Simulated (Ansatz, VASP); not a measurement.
One calculation of C10O, two programs

```
C O
1.0
     2.46554    0.00000    0.00000
    -1.23277    2.13415    0.00000
     0.00000    0.00000   32.59797
C O
10 1
Direct
  0.08331 0.16662 0.26075
  0.41669 0.83338 0.26075
  0.58331 0.16662 0.36504
  0.91669 0.83338 0.36504
  0.08331 0.16662 0.46932
  0.41669 0.83338 0.46932
  0.58331 0.16662 0.57361
  0.91669 0.83338 0.57361
  0.08331 0.16662 0.67789
  0.41669 0.83338 0.67789
  0.08331 0.41662 0.72656
```

Alike in both runs: task single point; functional PBE; dispersion D3(BJ); k mesh 12 × 12 × 1; occupations gaussian, width 0.1 eV; no spin polarisation.

|  | VASP | Ansatz |
| --- | --- | --- |
| version | VASP 6.6.1 | Ansatz 0.2.0 |
| potentials or method | VASP PAW PBE potentials, release 64 (C, O), cutoff 520 eV | scalar-relativistic, plane waves, PAW |
| valence electrons in the cell | 46 | 46 |

|  | VASP | Ansatz | Ansatz less VASP |
| --- | --- | --- | --- |
| gap on the k mesh at the Fermi level (eV) | none | none | - |
| rms of the force components (eV/Å) | 0.820 | 0.841 | +0.0207 |

Atom by atom the forces differ by 0.021 eV/Å (rms over components). A gap of «none» marks a metal or a gap that the smearing closes. Ansatz's warnings: xc potential rough in thin density.
